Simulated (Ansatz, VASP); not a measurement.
## Mn2ZnAs2 in VASP and in Ansatz

INCAR

```
SYSTEM = Mn2ZnAs2
PREC = Accurate
ENCUT = 520
EDIFF = 1E-7
ISMEAR = 0
SIGMA = 0.1
LREAL = .FALSE.
LASPH = .TRUE.
NELM = 60
ALGO = Fast
ISIF = 2
LWAVE = .FALSE.
LCHARG = .FALSE.
GGA = PE
NBANDS = 32
```

KPOINTS

```
Automatic mesh
0
G
  12 12 6
  0 0 0
```

File POSCAR:

```
Mn2ZnAs2
1.0
    4.0436021158      0.0000000000      0.0000000000
   -2.0218010579      3.5018621551      0.0000000000
    0.0000000000      0.0000000000      6.4831783010
Mn Zn As
2 1 2
Direct
    0.3333333333      0.6666666667      0.3694400000
    0.6666666667      0.3333333333      0.6305600000
    0.0000000000      0.0000000000      0.0000000000
    0.3333333333      0.6666666667      0.7679300000
    0.6666666667      0.3333333333      0.2320700000
```

Input for Ansatz:

```yaml
crystal:
  lattice:
    - [4.0436021158, 0.0, 0.0]
    - [-2.0218010579, 3.5018621551, 0.0]
    - [0.0, 0.0, 6.483178301]
  atoms:
    - { symbol: Mn, position: [0.3333333333, 0.6666666667, 0.36944] }
    - { symbol: Mn, position: [0.6666666667, 0.3333333333, 0.63056] }
    - { symbol: Zn, position: [0.0, 0.0, 0.0] }
    - { symbol: As, position: [0.3333333333, 0.6666666667, 0.76793] }
    - { symbol: As, position: [0.6666666667, 0.3333333333, 0.23207] }
basis:
  ecutwfc: 420
kpoints:
  mp_grid: { grid: [12, 12, 6] }
hamiltonian:
  xc: pbe
scf:
  occupations: { method: gaussian, width: 0.1 }
  lower_state_search: "off"
output:
  forces: true
  stress: true
  eigenvalues: true
```

Alike in both runs: task single point; functional PBE; k mesh 12 × 12 × 6; occupations gaussian, width 0.1 eV; no spin polarisation.

|  | VASP | Ansatz |
| --- | --- | --- |
| version | VASP 6.6.1 | Ansatz 0.2.0 |
| potentials or method | VASP PAW PBE potentials, release 64 (Mn_pv, Zn, As), cutoff 520 eV | scalar-relativistic, plane waves, PAW |
| valence electrons in the cell | 48 | 72 |

Ansatz gave:

* gap on the k mesh at the Fermi level (eV): none
* pressure (GPa): -14.3
* traceless stress, the component that is largest in VASP (GPa): -2.56
* rms of the force components (eV/Å): 0.770

Question: What did VASP give for the same quantities?

Answer: gap on the k mesh at the Fermi level (eV): none; pressure (GPa): -14.1; traceless stress, the component that is largest in VASP (GPa): -2.56; rms of the force components (eV/Å): 0.765.

Atom by atom the forces differ by 0.005 eV/Å (rms over components). A gap of «none» marks a metal or a gap that the smearing closes. VASP's potentials hold 48 valence electrons a cell and Ansatz's 72, so a difference there can come from the potentials and not from the codes.
